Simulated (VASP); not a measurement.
# TiGe2As2 (P6/mmm) in VASP: notebook

Runs on TiGe2As2. Level: PBE. Tasks: relaxation of cell and atoms, single point.

All numbers are computed with VASP 6.6.1; they aren't measurements. Logs are shortened: lines on timing, memory, paths and dates and some standing lists are left out, and cuts for length are marked.

### 1 The cell of the first run

Symmetry: P6/mmm, No. 191, hexagonal system. Conventional cell: a = 4.651 Å, b = 4.651 Å, c = 7.519 Å, α = 90.00°, β = 90.00°, γ = 120.00°. Within 3.3 Å of Ti (site symmetry 6/mmm) lie 2 Ge at 2.51 Å. Within 3.3 Å of Ge (site symmetry 6mm) lie 1 Ti at 2.51 Å and 1 Ge at 2.51 Å and 6 As at 2.96 Å. Within 3.5 Å of As (site symmetry -6m2) lie 3 As at 2.69 Å and 6 Ge at 2.96 Å.

The cell was built from a structure type or drawn by symmetry, and may not be a known phase.

### 2 Relaxation of cell and atoms, PBE

Input file INCAR:

```
PREC     = Accurate       # precision mode
ENCUT    = 600            # plane-wave cutoff, eV
EDIFF    = 1E-7           # SCF threshold, eV
ISMEAR   = 0              # smearing method
SIGMA    = 0.1            # smearing width, eV
LREAL    = False          # projectors in reciprocal space
LASPH    = True           # aspherical terms in the spheres
NELM     = 100            # most SCF steps
ALGO     = Normal         # electronic algorithm
ISIF     = 3              # what is computed and relaxed
LWAVE    = False          # write WAVECAR
LCHARG   = False          # write CHGCAR
GGA      = PE             # functional
IBRION   = 2              # ionic algorithm
NSW      = 100            # ionic steps
EDIFFG   = -0.01          # ionic threshold
```

Input file KPOINTS:

```
Automatic mesh
0
Gamma
  9 9 6
```

Input file POSCAR:

```
TiGe2As2
1.0
    4.6508904510      0.0000000000      0.0000000000
   -2.3254452255      4.0277892808      0.0000000000
    0.0000000000      0.0000000000      7.5191546819
Ti Ge As
1 2 2
Direct
    0.0000000000      0.0000000000      0.0000000000
    0.0000000000      0.0000000000      0.3332523158
    0.0000000000      0.0000000000      0.6667476842
    0.3333333333      0.6666666667      0.5000000000
    0.6666666667      0.3333333333      0.5000000000
```

Potentials or basis: VASP PAW PBE potentials, release 64 (Ti_sv, Ge_d, As).

Launch:

```console
$ cat potpaw_PBE.64/Ti_sv/POTCAR potpaw_PBE.64/Ge_d/POTCAR potpaw_PBE.64/As/POTCAR > POTCAR
$ mpirun -np 1 vasp_std > vasp.out
```

OUTCAR:

```text
PREC = Accurate
   ENCUT = 600
   EDIFF = 1E-7
   ISMEAR = 0
   LREAL = False
   LASPH = True
   NELM = 100
   ISIF = 3
   GGA = PE
   IBRION = 2
   NSW = 100
   EDIFFG = -0.01

 ion  position               nearest neighbor table
   1  0.000  0.000  0.000-   2 2.51   3 2.51
   2  0.000  0.000  0.333-   1 2.51   3 2.51
   3  0.000  0.000  0.667-   1 2.51   2 2.51
   4  0.333  0.667  0.500-   5 2.69   5 2.69   5 2.69
   5  0.667  0.333  0.500-   4 2.69   4 2.69   4 2.69

  LATTYP: Found a hexagonal cell.
 ALAT       =     4.6508904510
 C/A-ratio  =     1.6167129201

  Lattice vectors:

 A1 = (   4.6508904510,   0.0000000000,   0.0000000000)
 A2 = (  -2.3254452255,   4.0277892808,   0.0000000000)
 A3 = (   0.0000000000,   0.0000000000,   7.5191546819)

Analysis of symmetry for initial positions (statically):
=====================================================================
 Subroutine PRICEL returns:
 Original cell was already a primitive cell.

 Routine SETGRP: Setting up the symmetry group for a
 hexagonal supercell.

 Subroutine GETGRP returns: Found 24 space group operations
 (whereof 24 operations were pure point group operations)
 out of a pool of 24 trial point group operations.

The static configuration has the point symmetry D_6h.

Analysis of symmetry for dynamics (positions and initial velocities):
=====================================================================
 Subroutine PRICEL returns:
 Original cell was already a primitive cell.

 Routine SETGRP: Setting up the symmetry group for a
 hexagonal supercell.

 Subroutine GETGRP returns: Found 24 space group operations
 (whereof 24 operations were pure point group operations)
 out of a pool of 24 trial point group operations.

The dynamic configuration has the point symmetry D_6h.

 Subroutine INISYM returns: Found 24 space group operations
 (whereof 24 operations are pure point group operations),
 and found     1 'primitive' translations

----------------------------------------------------------------------------------------

                                     Primitive cell

  volume of cell :     140.8549

  direct lattice vectors                    reciprocal lattice vectors
     4.650890451  0.000000000  0.000000000     0.215012590  0.124137577  0.000000000
    -2.325445226  4.027789281  0.000000000     0.000000000  0.248275153  0.000000000
     0.000000000  0.000000000  7.519154682     0.000000000  0.000000000  0.132993673

  length of vectors
     4.650890451  4.650890451  7.519154682     0.248275153  0.248275153  0.132993673

  position of ions in fractional coordinates (direct lattice)
     0.000000000  0.000000000  0.000000000
     0.000000000  0.000000000  0.333252316
     0.000000000  0.000000000  0.666747684
     0.333333333  0.666666667  0.500000000
     0.666666667  0.333333333  0.500000000

  ion indices of the primitive-cell ions
   primitive index   ion index
                 1           1
                 2           2
                 3           3
                 4           4
                 5           5

----------------------------------------------------------------------------------------

 KPOINTS: Automatic mesh

Automatic generation of k-mesh.
 Grid dimensions read from file:
 generate k-points for:    9    9    6

 Generating k-lattice:

  Cartesian coordinates                     Fractional coordinates (reciprocal lattice)
     0.023890288  0.013793064  0.000000000     0.111111111 -0.000000000  0.000000000
     0.000000000  0.027586128  0.000000000     0.000000000  0.111111111  0.000000000
     0.000000000  0.000000000  0.022165612     0.000000000  0.000000000  0.166666667

  Length of vectors
     0.027586128  0.027586128  0.022165612

  Shift w.r.t. Gamma in fractional coordinates (k-lattice)
     0.000000000  0.000000000  0.000000000

 Subroutine IBZKPT returns following result:
 ===========================================

 Found     48 irreducible k-points:

 Following reciprocal coordinates:
            Coordinates               Weight
  0.000000  0.000000  0.000000      1.000000
  0.111111  0.000000  0.000000      6.000000
  0.222222  0.000000  0.000000      6.000000
  0.333333  0.000000  0.000000      6.000000
  0.444444  0.000000  0.000000      6.000000
  0.111111  0.111111  0.000000      6.000000
[... 16 lines left out ...]
  0.333333  0.222222  0.166667     24.000000
  0.333333  0.333333  0.166667      4.000000
 [... further k-points ...]
   k-points           NKPTS =     48   k-points in BZ     NKDIM =     48   number of bands    NBANDS=     30
   number of dos      NEDOS =    301   number of ions     NIONS =      5
   total plane-waves  NPLWV =  96000
   dimension x,y,z NGX =    40 NGY =   40 NGZ =   60
   dimension x,y,z NGXF=    80 NGYF=   80 NGZF=  120
   ions per type =               1   2   2
   NGX,Y,Z   is equivalent  to a cutoff of  14.30, 14.30, 13.27 a.u.
   NGXF,Y,Z  is equivalent  to a cutoff of  28.60, 28.60, 26.53 a.u.
 SYSTEM =  unknown system
   PREC   = accura    normal or accurate (medium, high low for compatibility)
   ISTART =      0    job   : 0-new  1-cont  2-samecut
   ICHARG =      2    charge: 1-file 2-atom 10-const
   ISPIN  =      1    spin polarized calculation?
   LNONCOLLINEAR =      F non collinear calculations
   LSORBIT =      F    spin-orbit coupling
   LASPH  =      T    aspherical Exc in radial PAW
   ENCUT  =  600.0 eV  44.10 Ry    6.64 a.u.   9.29  9.29 15.02*2*pi/ulx,y,z
   NELM   =    100;   NELMIN=  2; NELMDL= -5     # of ELM steps
   EDIFF  = 0.1E-06   stopping-criterion for ELM
   LREAL  =      F    real-space projection
   EDIFFG = -.1E-01   stopping-criterion for IOM
   NSW    =    100    number of steps for IOM
   IBRION =      2    ionic relax: 0-MD 1-quasi-New 2-CG
   NFREE  =      1    steps in history (QN), initial steepest desc. (CG)
   ISIF   =      3    stress and relaxation
   ISYM   =      2    0-nonsym 1-usesym 2-fastsym
   POTIM  = 0.5000    time-step for ionic-motion
   TEBEG  =    0.0;   TEEND  =   0.0 temperature during run
   PSTRESS=    0.0 pullay stress
   NELECT =      50.0000    total number of electrons
   NUPDOWN=      -1.0000    fix difference up-down
   EMIN   =  10.00;   EMAX   =-10.00  energy-range for DOS
   EFERMI =   0.00;   METHOD = LEGACY
   ISMEAR =     0;   SIGMA  =   0.10  broadening in eV -4-tet -1-fermi 0-gaus
   EFERMI_NEDOS =   21; number of points for ismear=-14 and -15
   IALGO  =     38    algorithm
   IMIX   =      4    mixing-type and parameters
     AMIX     =   0.40;   BMIX     =  1.00
     AMIX_MAG =   1.60;   BMIX_MAG =  1.00
  volume/ion in A,a.u.               =      28.17       190.11
  Fermi-wavevector in a.u.,A,eV,Ry     =   1.159153  2.190482 18.281283  1.343636
  Thomas-Fermi vector in A             =   2.295749
   LORBIT       =      0    0 simple, 1 ext, 2 COOP (PROOUT), +10 PAW based schemes
   GGA     = PE    functional components
   LHFCALC =     F    Hartree Fock is set to
   AEXX    =    0.0000 exact exchange contribution
   IVDW    =     0    specifies the selected vdW correction
   LEPSILON=     F    determine dielectric tensor
   LRPA    =     F    only Hartree local field effects (RPA)
 conjugate gradient relaxation of ions
 non-spin polarized calculation
 Gauss-broadening in eV      SIGMA  =   0.10
  energy-cutoff  :      600.00
  volume of cell :      140.85
 maximum number of plane-waves:      4722
 NGX is ok and might be reduce to    40
   NGX = 19   NGY = 19   NGZ = 31

--------------------------------------- Ionic step        1  -------------------------------------------

 number of electron      49.9999983 magnetization

 Free energy of the ion-electron system (eV)
  ---------------------------------------------------
  ext. energy  EPLUGINS =         0.00000000
  ---------------------------------------------------
  free energy    TOTEN  =       -21.05792460 eV

  energy without entropy =      -21.01008968  energy(sigma->0) =      -21.03400714

------------------------ aborting loop because EDIFF is reached ----------------------------------------

  FORCE on cell =-STRESS in cart. coord.  units (eV):
  Direction    XX          YY          ZZ          XY          YZ          ZX
  --------------------------------------------------------------------------------------
  -------------------------------------------------------------------------------------
  Total        0.0763717      0.0763717      0.2729249     -0.0000000      0.0000000     -0.0000000
  in kB        0.8687032      0.8687032      3.1044297     -0.0000000      0.0000000     -0.0000000
  external PRESSURE =       1.6139453 kB  Pullay stress =       0.0000000 kB
[... 141 lines left out ...]
  energy  without entropy=      -21.0105621219  energy(sigma->0) =      -21.03445536

--------------------------------------- Ionic step        5  -------------------------------------------

 number of electron      49.9999984 magnetization

 Free energy of the ion-electron system (eV)
  ---------------------------------------------------
  ext. energy  EPLUGINS =         0.00000000
  ---------------------------------------------------
  free energy    TOTEN  =       -21.05840301 eV

  energy without entropy =      -21.01068897  energy(sigma->0) =      -21.03454599

 E-fermi :   3.3994     XC(G=0):  -8.8339

 val. band max:        3.3967215976   @ k =   0.2222   0.1111   0.1667
 cond. band min:       3.4032448600   @ k =   0.3333   0.2222   0.1667
 fundamental gap:      0.0065232624
 Fermi energy:         3.3993504355

 k-point     1 :       0.0000    0.0000    0.0000
  band No.  band energies     occupation
      1     -54.2932      2.00000
      2     -30.7314      2.00000
      3     -30.7314      2.00000
      4     -30.2424      2.00000
      5     -21.3662      2.00000
      6     -21.3280      2.00000
[... 781 lines left out ...]
     29       4.3812      0.00000
     30       5.0696      0.00000

 [... further k-points ...]

------------------------ aborting loop because EDIFF is reached ----------------------------------------

  FORCE on cell =-STRESS in cart. coord.  units (eV):
  Direction    XX          YY          ZZ          XY          YZ          ZX
  --------------------------------------------------------------------------------------
  -------------------------------------------------------------------------------------
  Total       -0.0352285     -0.0352285      0.0115252     -0.0000000     -0.0000000     -0.0000000
  in kB       -0.3995438     -0.3995438      0.1307135     -0.0000000     -0.0000000     -0.0000000
  external PRESSURE =      -0.2227914 kB  Pullay stress =       0.0000000 kB
[... 20 lines left out ...]
  FREE ENERGIE OF THE ION-ELECTRON SYSTEM (eV)
  ---------------------------------------------------
  free  energy   TOTEN  =       -21.0584030121 eV

  energy  without entropy=      -21.0106889698  energy(sigma->0) =      -21.03454599

 reached required accuracy - stopping structural energy minimisation
```

Run time: 19 min. Hardware: 1 thread of Intel Xeon 6975P-C (Granite Rapids), shared host; peak memory 0.48 GiB.

What came out:

- Free energy: -21.0584 eV
- Relaxed volume: 28.25 Å³/atom
- Relaxed cell: a = 4.652 Å, b = 4.652 Å, c = 7.538 Å, α = 90.00°, β = 90.00°, γ = 120.00°
- Space group after relaxing (to 0.1 Å): P6/mmm (No. 191)
- Energy gained by relaxing: 0.1 meV/atom
- Ionic steps: 5
- Pressure after relaxing: 0.0 GPa
- Largest force after relaxing: 0.007 eV/Å
- Band gap on the k mesh: zero (bands 25 and 26 overlap by 0.63 eV)

Forces on the atoms (eV/Å):
```
Ti   0.000  0.000  0.000
Ge   0.000  0.000 -0.007
Ge   0.000  0.000  0.007
As   0.000  0.000  0.000
As   0.000  0.000  0.000
```

Step by step:
| step | energy change (eV) | largest force (eV/Å) | pressure (GPa) | volume (Å³) |
| --- | --- | --- | --- | --- |
| 1 | 0.0000 | 0.0413 | 0.16 | 140.85 |
| 2 | -0.0004 | 0.0036 | -0.06 | 141.43 |
| 3 | -0.0004 | 0.0085 | -0.04 | 141.36 |
| 4 | -0.0004 | 0.0095 | -0.03 | 141.35 |
| 5 | -0.0005 | 0.0066 | -0.02 | 141.27 |

Final structure:
```
Ti Ge As
1.0
     4.65172    0.00000    0.00000
    -2.32586    4.02851    0.00000
     0.00000    0.00000    7.53845
Ti Ge As
1 2 2
Direct
  0.00000 0.00000 0.00000
  0.00000 0.00000 0.33296
  0.00000 0.00000 0.66704
  0.33333 0.66667 0.50000
  0.66667 0.33333 0.50000
```

Levels at points of the mesh, in eV from the Fermi level:
```
           k point  band 23  band 24  band 25  band 26  band 27  band 28
(0.00, 0.00, 0.00)    -3.01    -1.12    -0.69    -0.29    -0.29     0.23
(0.00, 0.00, 0.50)    -2.14    -2.01    -0.98     0.21     0.21     0.42
```

### 3 Single point, PBE

Input file INCAR:

```
PREC = Accurate ; ENCUT = 520
EDIFF = 1E-7 ; ISMEAR = 0
SIGMA = 0.1 ; LREAL = F
LASPH = T ; NELM = 100
ALGO = Normal ; ISIF = 2
LWAVE = F ; LCHARG = T
GGA = PE ; LELF = T
LVHAR = T ; NBANDS = 33
```

Input file KPOINTS:

```
Automatic mesh
0
Gamma
  6 6 4
```

POSCAR: that of step 2 with these lines changed.

```diff
@@ -2,4 +2,4 @@
 1.0
-    4.6508904510      0.0000000000      0.0000000000
-   -2.3254452255      4.0277892808      0.0000000000
+    4.6508904510     -0.0000000031      0.0000000000
+   -2.3254452229      4.0277892824      0.0000000000
     0.0000000000      0.0000000000      7.5191546819
```

Potentials or basis: VASP PAW PBE potentials, release 64 (Ti_sv, Ge_d, As).

Launch:

```console
$ cat potpaw_PBE.64/Ti_sv/POTCAR potpaw_PBE.64/Ge_d/POTCAR potpaw_PBE.64/As/POTCAR > POTCAR
$ mpirun -np 1 vasp_std > vasp.out
```

Run time: 2.4 min. Hardware: 1 thread of Intel Xeon 6975P-C (Granite Rapids), shared host; peak memory 0.3 GiB.

The run converged. Its results:

```
Free energy            : -21.0944 eV
Pressure               : 0.2 GPa
Largest force          : 0.004 eV/Å
Band gap on the k mesh : zero (bands 25 and 26 overlap by 0.46 eV)
```

Forces in eV/Å, atoms in the order of the input:
```
Ti   0.000  0.000  0.000
Ge   0.000  0.000  0.004
Ge   0.000  0.000 -0.004
As   0.000  0.000  0.000
As   0.000  0.000  0.000
```

Stress tensor (GPa, compression positive):
```
0.13 0.00 0.00
0.00 0.13 0.00
0.00 0.00 0.30
```

Levels at points of the mesh, in eV from the Fermi level:
```csv
k point,band 23,band 24,band 25,band 26,band 27,band 28
"(0.00, 0.00, 0.00)",-3.02,-1.10,-0.67,-0.28,-0.28,0.23
"(0.50, 0.00, 0.00)",-0.58,-0.26,-0.15,0.30,0.54,0.81
"(0.00, 0.00, 0.50)",-2.13,-1.99,-0.96,0.22,0.22,0.44
"(0.50, 0.00, 0.50)",-0.71,-0.05,0.04,0.36,0.54,0.81
```
